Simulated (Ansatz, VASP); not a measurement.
# Ru in VASP and in Ansatz

Contents of INCAR:

```
  PREC = Accurate
  ENCUT = 520
  EDIFF = 1E-7
  ISMEAR = -1
  SIGMA = 0.05
  LREAL = F
  LASPH = T
  NELM = 60
  ALGO = Normal
  ISIF = 2
  LWAVE = F
  LCHARG = F
  GGA = PE
  NBANDS = 21
```

KPOINTS

```
regular mesh
0
Gamma
  9 9 6
```

File POSCAR:

```
Ru
1.0
    2.7058000000      0.0000000000      0.0000000000
   -1.3529000000      2.3432915376      0.0000000000
    0.0000000000      0.0000000000      4.1106240000
Ru
2
Direct
    0.6666666667      0.3333333333      0.7500000000
    0.3333333333      0.6666666667      0.2500000000
```

The input input.yaml:

```yaml
crystal:
  lattice:
    - [2.7058, 0.0, 0.0]
    - [-1.3529, 2.3432915376, 0.0]
    - [0.0, 0.0, 4.110624]
  atoms:
    - { symbol: Ru, position: [0.6666666667, 0.3333333333, 0.75] }
    - { symbol: Ru, position: [0.3333333333, 0.6666666667, 0.25] }
hamiltonian:
  xc: pbe
  pseudopotentials: { kind: paw }
kpoints:
  mp_grid: { grid: [9, 9, 6] }
  band_path:
    path:
      - [[0.0, 0.0, 0.0], [0.5, 0.0, 0.0], [0.3333333333, 0.3333333333, 0.0], [0.0, 0.0, 0.0], [0.0, 0.0, 0.5], [0.5, 0.0, 0.5], [0.3333333333, 0.3333333333, 0.5], [0.0, 0.0, 0.5]]
      - [[0.5, 0.0, 0.5], [0.5, 0.0, 0.0]]
      - [[0.3333333333, 0.3333333333, 0.0], [0.3333333333, 0.3333333333, 0.5]]
    npoints: 14
scf:
  occupations: { method: fermi_dirac, width: 0.05 }
  n_extra_bands: 6
output:
  forces: true
  stress: true
  eigenvalues: true
  fatbands: true
```

Alike in both runs: functional PBE; k mesh 9 × 9 × 6; occupations fermi-dirac, width 0.05 eV; no spin polarisation.

|  | VASP | Ansatz |
| --- | --- | --- |
| version | VASP 6.6.1 | Ansatz 0.2.0 |
| potentials or method | VASP PAW PBE potentials, release 64 (Ru_pv) | Ansatz PAW |
| plane-wave cutoff (eV) | 520 | 420 |
| valence electrons in the cell | 28 | 32 |
| task | single point | band structure |

```tsv
	VASP	Ansatz	Ansatz less VASP
gap on the k mesh at the Fermi level (eV)	none	none	-
pressure (GPa)	20.7	20.7	+0.02
traceless stress, the component that is largest in VASP (GPa)	15.68	15.67	-0.016
```

A gap of «none» marks a metal or a gap that the smearing closes. VASP's potentials hold 28 valence electrons a cell and Ansatz's 32, so a difference there can come from the potentials and not from the codes.
